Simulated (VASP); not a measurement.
Wanted: the native input for a VASP 6.6.1 run.

* Task: single point
* Functional: RPBE
* Potentials or basis: VASP PAW PBE potentials, release 64 (Zr_sv, S)
* Cutoff: 500 eV
* k mesh: 12 × 12 × 4
* Occupations: fermi-dirac, width 0.01 eV
* Spin: no spin polarisation
* Dipole correction: no
* Further INCAR settings: ALGO = Normal; EDIFF = 1e-06; NBANDS = 19

The structure of ZrS2 lies in POSCAR:

```
ZrS2
1.0
    3.7197874198     -0.0000002909      0.0000000000
   -1.8598934580      3.2214305476      0.0000000000
    0.0000000000      0.0000000000      7.6496413115
Zr S
1 2
Direct
    0.0000000000      0.0000000000      0.0000000000
    0.6666666667      0.3333333333      0.8105804540
    0.3333333333      0.6666666667      0.1894195460
```

One way to write it, as run:

INCAR

```
SYSTEM = ZrS2
PREC = Accurate
ENCUT = 500
EDIFF = 1E-6
ISMEAR = -1
SIGMA = 0.01
LREAL = .False.
LASPH = .True.
NELM = 120
ALGO = Normal
ISIF = 2
LWAVE = .False.
LCHARG = .False.
GGA = RP
NBANDS = 19
GGA_COMPAT = .False.
```

KPOINTS

```
regular mesh
0
Gamma
  12 12 4
  0 0 0
```

Potentials or basis: VASP PAW PBE potentials, release 64 (Zr_sv, S).

Launch:

```sh
$ cat potpaw_PBE.64/Zr_sv/POTCAR potpaw_PBE.64/S/POTCAR > POTCAR
$ mpirun -np 1 vasp_std > vasp.out
```

Results of the run:

```yaml
Pressure: -0.1 GPa
Band_gap_on_the_k_mesh: 1.28 eV (least direct gap 1.74 eV)
```

Caveat: the PAW data sets were made with another functional, which shifts forces and pressure a little; this functional lacks dispersion, which binds layers or chains, so the pressure and a relaxed spacing across them are unreliable.

It took 54 s on 1 thread of Intel(R) Xeon(R) 6975P-C (Granite Rapids), on a shared host, peak memory 0.25 GiB.
